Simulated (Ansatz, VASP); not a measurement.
CsC2O2: VASP beside Ansatz

```xyz
5
Lattice="-1.8025 1.8025 5.2499 1.8025 -1.8025 5.2499 1.8025 1.8025 -5.2499" Properties=species:S:1:pos:R:3 pbc="T T T"
Cs    0.0000    0.0000    0.0000
C     0.0000    1.8025    2.6249
C     1.8025    0.0000    2.6249
O     0.0000    0.0000    3.0580
O     0.0000    0.0000    7.4418
```

Alike in both runs: functional PBEsol; k mesh 6 × 6 × 6; occupations gaussian, width 0.1 eV; collinear spin.

Ansatz relaxed the structure, and its values are those at the end. VASP's run is a single point on that final structure, the one shown.

```csv
,VASP,Ansatz
version,VASP 6.6.1,Ansatz 0.2.0
potentials or method,"VASP PAW PBE potentials, release 64 (Cs_sv, C, O), cutoff 520 eV","scalar-relativistic, plane waves, PAW"
valence electrons in the cell,29,29
```

```csv
,VASP,Ansatz,Ansatz less VASP
gap on the k mesh at the Fermi level (eV),none,none,-
pressure (GPa),0.3,0.0,-0.23
rms of the force components (eV/Å),0.003,0.001,-0.0026
net moment per atom (μB),0.07,0.07,-0.002
size of the moment on the site where the two differ most (μB),0.10,0.10,+0.006
```

VASP's potentials were made for PBE, not for PBEsol. Site moments also hang on the region over which each program counts them. A gap of «none» marks a metal or a gap that the smearing closes.

The k mesh is coarse, so the values compare programs but aren't converged. Spin-orbit coupling is off throughout.
